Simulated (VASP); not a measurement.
Crystal: Ga3As2.

```
Ga As
1.0
     4.09064    0.00000    0.00000
    -2.04532    3.54260    0.00000
     0.00000    0.00000    6.36438
Ga As
3 2
Direct
  0.00000 0.00000 0.00000
  0.33333 0.66667 0.64500
  0.66667 0.33333 0.35500
  0.33333 0.66667 0.24500
  0.66667 0.33333 0.75500
```

```yaml
Program: VASP 6.6.1
Task: relaxation of cell and atoms
Functional: PBE
Potentials_or_basis: VASP PAW PBE potentials, release 64 (Ga_d, As)
Cutoff: 600 eV
k_mesh: 6 × 6 × 4
Occupations: gaussian, width 0.1 eV
Spin: no spin polarisation
```

At the start: pressure 14.8 GPa; volume 18.45 Å³/atom.

Where does the relaxation end?

Over 8 steps the energy falls by 147.2 meV/atom and the volume is 22.14 Å³/atom (+20.0 %); space group P-3m1 (No. 164, to 0.1 Å) before and after.

The path:
```tsv
step	energy change (eV)	largest force (eV/Å)	pressure (GPa)	volume (Å³)
1	0.0000	0.8876	14.84	92.23
2	-0.6669	0.2945	-2.83	116.97
3	-0.7344	0.0817	0.09	110.01
4	-0.7344	0.0950	-0.06	110.39
5	-0.7352	0.0758	-0.12	110.49
6	-0.7359	0.0493	-0.11	110.63
7	-0.7355	0.0390	-0.16	110.91
8	-0.7360	0.0321	-0.10	110.72
```

Final structure:
```xyz
5
Lattice="4.3600 0.0000 0.0000 -2.1800 3.7759 0.0000 0.0000 0.0000 6.7255" Properties=species:S:1:pos:R:3 pbc="T T T"
Ga    0.0000    0.0000    0.0000
Ga    0.0000    2.5172    4.3338
Ga    2.1800    1.2586    2.3918
As    0.0000    2.5172    1.6259
As    2.1800    1.2586    5.0996
```

Caveat: the volume moved by over 15 % at a fixed basis, so the end points are rough.
